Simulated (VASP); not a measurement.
# Cu (I4/mmm) in VASP: further runs

Runs on Cu. Level: PBE. Tasks: relaxation of cell and atoms, single point.

All numbers are computed with VASP 6.6.1; they aren't measurements. Logs are shortened: lines on timing, memory, paths and dates and some standing lists are left out, and cuts for length are marked.

**1. The cell of the first run**

The structure is tetragonal, space group I4/mmm (No. 139). The conventional cell has a = 2.886 Å, b = 2.886 Å, c = 2.752 Å, α = 90.00°, β = 90.00°, γ = 90.00°. Within 3.2 Å of Cu (site symmetry 4/mmm) lie 14 Cu at 2.46 to 2.89 Å.

**2. Relaxation of cell and atoms, PBE**

File INCAR:

```
PREC = Accurate
ENCUT = 600
EDIFF = 1E-7
ISMEAR = 0
SIGMA = 0.1
LREAL = False
LASPH = True
NELM = 100
ALGO = Normal
ISIF = 3
LWAVE = False
LCHARG = False
GGA = PE
IBRION = 2
NSW = 21
EDIFFG = -0.005
```

File KPOINTS:

```
Automatic mesh
0
Gamma
  10 10 10
```

File POSCAR:

```
Cu
1.0
   -1.4427933200      1.4427933200      1.3760814500
    1.4427933200     -1.4427933200      1.3760814500
    1.4427933200      1.4427933200     -1.3760814500
Cu
1
Direct
    0.0069619972     -0.0955496260     -0.0462522114
```

Potentials or basis: VASP PAW PBE potentials, release 64 (Cu).

On the command line:

```bash
cat potpaw_PBE.64/Cu/POTCAR > POTCAR
mpirun -np 1 vasp_std > vasp.out
```

OUTCAR:

```text
PREC = Accurate
   ENCUT = 600
   EDIFF = 1E-7
   ISMEAR = 0
   LREAL = False
   LASPH = True
   NELM = 100
   ISIF = 3
   GGA = PE
   IBRION = 2
   NSW = 21
   EDIFFG = -0.005

 ion  position               nearest neighbor table
   1  0.007  0.904  0.954-

  LATTYP: Found a body centered tetragonal cell.
 ALAT       =     2.8855866400
 C/A-ratio  =     0.9537620052

  Lattice vectors:

 A1 = (  -1.4427933200,   1.4427933200,   1.3760814500)
 A2 = (   1.4427933200,  -1.4427933200,   1.3760814500)
 A3 = (   1.4427933200,   1.4427933200,  -1.3760814500)

Analysis of symmetry for initial positions (statically):
=====================================================================
 Subroutine PRICEL returns:
 Original cell was already a primitive cell.

 Routine SETGRP: Setting up the symmetry group for a
 body centered tetragonal supercell.

 Subroutine GETGRP returns: Found 16 space group operations
 (whereof  1 operations were pure point group operations)
 out of a pool of 16 trial point group operations.

The static configuration has the point symmetry C_1 .
 The point group associated with its full space group is D_4h.

Analysis of symmetry for dynamics (positions and initial velocities):
=====================================================================
 Subroutine PRICEL returns:
 Original cell was already a primitive cell.

 Routine SETGRP: Setting up the symmetry group for a
 body centered tetragonal supercell.

 Subroutine GETGRP returns: Found 16 space group operations
 (whereof  1 operations were pure point group operations)
 out of a pool of 16 trial point group operations.

The dynamic configuration has the point symmetry C_1 .
 The point group associated with its full space group is D_4h.

 Subroutine INISYM returns: Found 16 space group operations
 (whereof  1 operations are pure point group operations),
 and found     1 'primitive' translations

----------------------------------------------------------------------------------------

                                     Primitive cell

  volume of cell :      11.4581

  direct lattice vectors                    reciprocal lattice vectors
    -1.442793320  1.442793320  1.376081450     0.000000000  0.346549983  0.363350585
     1.442793320 -1.442793320  1.376081450     0.346549983  0.000000000  0.363350585
     1.442793320  1.442793320 -1.376081450     0.346549983  0.346549983  0.000000000

  length of vectors
     2.461078074  2.461078074  2.461078074     0.502116060  0.502116060  0.490095685

  position of ions in fractional coordinates (direct lattice)
     0.006961997  0.904450374  0.953747789

  ion indices of the primitive-cell ions
   primitive index   ion index
                 1           1

----------------------------------------------------------------------------------------

 KPOINTS: Automatic mesh

Automatic generation of k-mesh.
 Grid dimensions read from file:
 generate k-points for:   10   10   10

 Generating k-lattice:

  Cartesian coordinates                     Fractional coordinates (reciprocal lattice)
     0.000000000  0.034654998  0.036335059     0.100000000 -0.000000000  0.000000000
     0.034654998  0.000000000  0.036335059    -0.000000000  0.100000000  0.000000000
     0.034654998  0.034654998  0.000000000     0.000000000  0.000000000  0.100000000

  Length of vectors
     0.050211606  0.050211606  0.049009569

  Shift w.r.t. Gamma in fractional coordinates (k-lattice)
     0.000000000  0.000000000  0.000000000

 Subroutine IBZKPT returns following result:
 ===========================================

 Found    102 irreducible k-points:

 Following reciprocal coordinates:
            Coordinates               Weight
  0.000000  0.000000  0.000000      1.000000
  0.100000 -0.000000  0.000000      8.000000
  0.200000 -0.000000  0.000000      8.000000
  0.300000 -0.000000  0.000000      8.000000
  0.400000 -0.000000  0.000000      8.000000
  0.500000 -0.000000  0.000000      4.000000
[... 16 lines left out ...]
  0.300000  0.300000  0.000000      8.000000
  0.400000  0.300000  0.000000     16.000000
 [... further k-points ...]
   k-points           NKPTS =    102   k-points in BZ     NKDIM =    102   number of bands    NBANDS=      9
   number of dos      NEDOS =    301   number of ions     NIONS =      1
   total plane-waves  NPLWV =   8000
   dimension x,y,z NGX =    20 NGY =   20 NGZ =   20
   dimension x,y,z NGXF=    40 NGYF=   40 NGZF=   40
   ions per type =               1
   NGX,Y,Z   is equivalent  to a cutoff of  13.51, 13.51, 13.51 a.u.
   NGXF,Y,Z  is equivalent  to a cutoff of  27.02, 27.02, 27.02 a.u.
 SYSTEM =  unknown system
   PREC   = accura    normal or accurate (medium, high low for compatibility)
   ISTART =      0    job   : 0-new  1-cont  2-samecut
   ICHARG =      2    charge: 1-file 2-atom 10-const
   ISPIN  =      1    spin polarized calculation?
   LNONCOLLINEAR =      F non collinear calculations
   LSORBIT =      F    spin-orbit coupling
   LASPH  =      T    aspherical Exc in radial PAW
   ENCUT  =  600.0 eV  44.10 Ry    6.64 a.u.   4.92  4.92  4.92*2*pi/ulx,y,z
   NELM   =    100;   NELMIN=  2; NELMDL= -5     # of ELM steps
   EDIFF  = 0.1E-06   stopping-criterion for ELM
   LREAL  =      F    real-space projection
   EDIFFG = -.5E-02   stopping-criterion for IOM
   NSW    =     21    number of steps for IOM
   IBRION =      2    ionic relax: 0-MD 1-quasi-New 2-CG
   NFREE  =      1    steps in history (QN), initial steepest desc. (CG)
   ISIF   =      3    stress and relaxation
   ISYM   =      2    0-nonsym 1-usesym 2-fastsym
   POTIM  = 0.5000    time-step for ionic-motion
   TEBEG  =    0.0;   TEEND  =   0.0 temperature during run
   PSTRESS=    0.0 pullay stress
   NELECT =      11.0000    total number of electrons
   NUPDOWN=      -1.0000    fix difference up-down
   EMIN   =  10.00;   EMAX   =-10.00  energy-range for DOS
   EFERMI =   0.00;   METHOD = LEGACY
   ISMEAR =     0;   SIGMA  =   0.10  broadening in eV -4-tet -1-fermi 0-gaus
   EFERMI_NEDOS =   21; number of points for ismear=-14 and -15
   IALGO  =     38    algorithm
   IMIX   =      4    mixing-type and parameters
     AMIX     =   0.40;   BMIX     =  1.00
     AMIX_MAG =   1.60;   BMIX_MAG =  1.00
  volume/ion in A,a.u.               =      11.46        77.32
  Fermi-wavevector in a.u.,A,eV,Ry     =   1.614984  3.051878 35.486359  2.608174
  Thomas-Fermi vector in A             =   2.709805
   LORBIT       =      0    0 simple, 1 ext, 2 COOP (PROOUT), +10 PAW based schemes
   GGA     = PE    functional components
   LHFCALC =     F    Hartree Fock is set to
   AEXX    =    0.0000 exact exchange contribution
   IVDW    =     0    specifies the selected vdW correction
   LEPSILON=     F    determine dielectric tensor
   LRPA    =     F    only Hartree local field effects (RPA)
 conjugate gradient relaxation of ions
 non-spin polarized calculation
 Gauss-broadening in eV      SIGMA  =   0.10
  energy-cutoff  :      600.00
  volume of cell :       11.46
 maximum number of plane-waves:       394
   NGX =  9   NGY =  9   NGZ =  9

--------------------------------------- Ionic step        1  -------------------------------------------

 number of electron      10.9999999 magnetization

 Free energy of the ion-electron system (eV)
  ---------------------------------------------------
  ext. energy  EPLUGINS =         0.00000000
  ---------------------------------------------------
  free energy    TOTEN  =        -3.65830161 eV

  energy without entropy =       -3.65381609  energy(sigma->0) =       -3.65605885

------------------------ aborting loop because EDIFF is reached ----------------------------------------

  FORCE on cell =-STRESS in cart. coord.  units (eV):
  Direction    XX          YY          ZZ          XY          YZ          ZX
  --------------------------------------------------------------------------------------
  -------------------------------------------------------------------------------------
  Total        0.5993298      0.5993298      0.5015311      0.0000000     -0.0000000     -0.0000000
  in kB       83.8038661     83.8038661     70.1287395      0.0000000     -0.0000000     -0.0000000
  external PRESSURE =      79.2454906 kB  Pullay stress =       0.0000000 kB
[... 86 lines left out ...]
  FREE ENERGIE OF THE ION-ELECTRON SYSTEM (eV)
  ---------------------------------------------------
  free  energy   TOTEN  =        -3.6728921749 eV

  energy  without entropy=       -3.6684029800  energy(sigma->0) =       -3.67064758

[... ionic steps 4 to 8 ...]

--------------------------------------- Ionic step        9  -------------------------------------------

 number of electron      10.9999993 magnetization

------------------------ aborting loop because EDIFF is reached ----------------------------------------

  FORCE on cell =-STRESS in cart. coord.  units (eV):
  Direction    XX          YY          ZZ          XY          YZ          ZX
  --------------------------------------------------------------------------------------
  -------------------------------------------------------------------------------------
  Total       -0.0140723     -0.0140723     -0.0160129      0.0000000      0.0000000      0.0000000
  in kB       -1.8617149     -1.8617149     -2.1184508      0.0000000      0.0000000      0.0000000
  external PRESSURE =      -1.9472936 kB  Pullay stress =       0.0000000 kB
[... 55 lines left out ...]
  energy  without entropy=       -3.6723346595  energy(sigma->0) =       -3.67436876

--------------------------------------- Ionic step       11  -------------------------------------------

 number of electron      10.9999993 magnetization

 Free energy of the ion-electron system (eV)
  ---------------------------------------------------
  ext. energy  EPLUGINS =         0.00000000
  ---------------------------------------------------
  free energy    TOTEN  =        -3.67647384 eV

  energy without entropy =       -3.67240430  energy(sigma->0) =       -3.67443907

 E-fermi :   7.3127     XC(G=0): -12.5899

 val. band max:        7.3046257880   @ k =   0.3000   0.1000   0.1000
 cond. band min:       7.3267045250   @ k =  -0.2000   0.4000   0.2000
 fundamental gap:      0.0220787370
 Fermi energy:         7.3127028319

 k-point     1 :       0.0000    0.0000    0.0000
  band No.  band energies     occupation
      1      -1.8716      2.00000
      2       4.0048      2.00000
      3       4.4305      2.00000
      4       4.4305      2.00000
      5       4.9524      2.00000
      6       5.4077      2.00000
      7      30.6522      0.00000
      8      30.6522      0.00000
      9      33.9592      0.00000
[... 265 lines left out ...]
 k-point    24 :       0.4000    0.3000    0.0000
  band No.  band energies     occupation
      1       3.2888      2.00000
      2       3.6649      2.00000
      3       3.9387      2.00000
      4       5.2276      2.00000
      5       5.3261      2.00000
      6       9.8548      0.00000
      7      13.1074      0.00000
      8      15.0890      0.00000
      9      24.1769      0.00000

 [... further k-points ...]

------------------------ aborting loop because EDIFF is reached ----------------------------------------

  FORCE on cell =-STRESS in cart. coord.  units (eV):
  Direction    XX          YY          ZZ          XY          YZ          ZX
  --------------------------------------------------------------------------------------
  -------------------------------------------------------------------------------------
  Total        0.0016769      0.0016769      0.0014617      0.0000000     -0.0000000      0.0000000
  in kB        0.2221773      0.2221773      0.1936586      0.0000000     -0.0000000      0.0000000
  external PRESSURE =       0.2126711 kB  Pullay stress =       0.0000000 kB
[... 16 lines left out ...]
  FREE ENERGIE OF THE ION-ELECTRON SYSTEM (eV)
  ---------------------------------------------------
  free  energy   TOTEN  =        -3.6764738362 eV

  energy  without entropy=       -3.6724042968  energy(sigma->0) =       -3.67443907

 reached required accuracy - stopping structural energy minimisation
```

It took 34 s on 1 thread of Intel Xeon 6975P-C (Granite Rapids), shared host; peak memory 0.14 GiB.

What came out:

```
Free energy                            : -3.6765 eV
Relaxed volume                         : 12.09 Å³/atom
Relaxed cell                           : a = 2.511 Å, b = 2.511 Å, c = 2.511 Å, α = 106.69°, β = 106.69°, γ = 115.19°
Space group after relaxing (to 0.05 Å) : I4/mmm (No. 139)
Energy gained by relaxing              : 18.2 meV/atom
Ionic steps                            : 11
Pressure after relaxing                : 0.0 GPa
```

Step by step:
```
step  energy change (eV)  largest force (eV/Å)  pressure (GPa)  volume (Å³)
   1              0.0000                0.0000            7.92        11.46
   2             -0.0107                0.0000           -3.56        12.42
   3             -0.0146                0.0000           -0.03        12.08
   4             -0.0146                0.0000           -0.18        12.09
   5             -0.0152                0.0000           -0.19        12.09
   6             -0.0168                0.0000           -0.18        12.10
   7             -0.0181                0.0000           -0.16        12.11
   8             -0.0182                0.0000           -0.18        12.11
   9             -0.0182                0.0000           -0.19        12.11
  10             -0.0181                0.0000            0.52        12.05
  11             -0.0182                0.0000            0.02        12.09
```

Final structure:
```yaml
crystal:
  lattice:
    - [-1.49897, 1.49897, 1.34548]
    - [1.49897, -1.49897, 1.34548]
    - [1.49897, 1.49897, -1.34548]
  atoms:
    - { symbol: Cu, position: [0.00696, 0.90445, 0.95375] }
```

Levels at points of the mesh, in eV from the Fermi level:
| k point | band 2 | band 3 | band 4 | band 5 | band 6 | band 7 | band 8 | band 9 |
| --- | --- | --- | --- | --- | --- | --- | --- | --- |
| (0.00, 0.00, 0.00) | -3.31 | -2.88 | -2.88 | -2.36 | -1.91 | 23.34 | 23.34 | 26.65 |
| (0.50, 0.00, 0.00) | -3.88 | -2.14 | -1.76 | -1.39 | -0.23 | 4.65 | 16.34 | 16.45 |
| (0.50, 0.50, 0.00) | -3.38 | -2.44 | -2.09 | -1.43 | -1.04 | 3.47 | 19.31 | 19.51 |
| (0.50, 0.50, 0.50) | -4.49 | -1.57 | -1.57 | -1.47 | 6.80 | 6.80 | 10.94 | 12.39 |

**3. Single point, PBE**

File INCAR:

```
SYSTEM = Cu
  PREC = Accurate
  ENCUT = 520
  EDIFF = 1E-6
  ISMEAR = 0
  SIGMA = 0.1
  LREAL = .False.
  LASPH = .True.
  NELM = 60
  ALGO = Fast
  ISIF = 2
  LWAVE = .False.
  LCHARG = .False.
  GGA = PE
  NBANDS = 12
```

File KPOINTS:

```
Automatic mesh
0
Gamma
  20 20 20
  0 0 0
```

Changes to POSCAR since step 2:

```diff
@@ -8,2 +8,2 @@
 Direct
-    0.0069619972     -0.0955496260     -0.0462522114
+    0.0000000000      0.0000000000      0.0000000000
```

Potentials or basis: VASP PAW PBE potentials, release 64 (Cu).

On the command line:

```bash
cat potpaw_PBE.64/Cu/POTCAR > POTCAR
mpirun -np 1 vasp_std > vasp.out
```

Wall time 29 s (1 thread of Intel Xeon 6975P-C (Granite Rapids), shared host); peak memory 0.19 GiB.

Results (log left out):

| Property | Result |
| --- | --- |
| Free energy | -3.6773 eV |
| Pressure | 8.1 GPa |

Stress tensor (GPa, compression positive):
```
8.23 0.00 0.00
0.00 8.23 0.00
0.00 0.00 7.75
```

Levels at points of the mesh, in eV from the Fermi level:
```tsv
k point	band 4	band 5	band 6	band 7	band 8	band 9
(0.00, 0.00, 0.00)	-3.14	-2.27	-2.06	24.87	24.87	26.11
(0.50, 0.00, 0.00)	-1.96	-1.39	-0.54	4.69	17.35	17.48
(0.50, 0.50, 0.00)	-2.10	-1.41	-0.91	4.17	18.60	18.91
(0.50, 0.50, 0.50)	-1.58	-1.53	7.74	7.74	9.58	13.35
```

(Continued in part 2 of 2.)
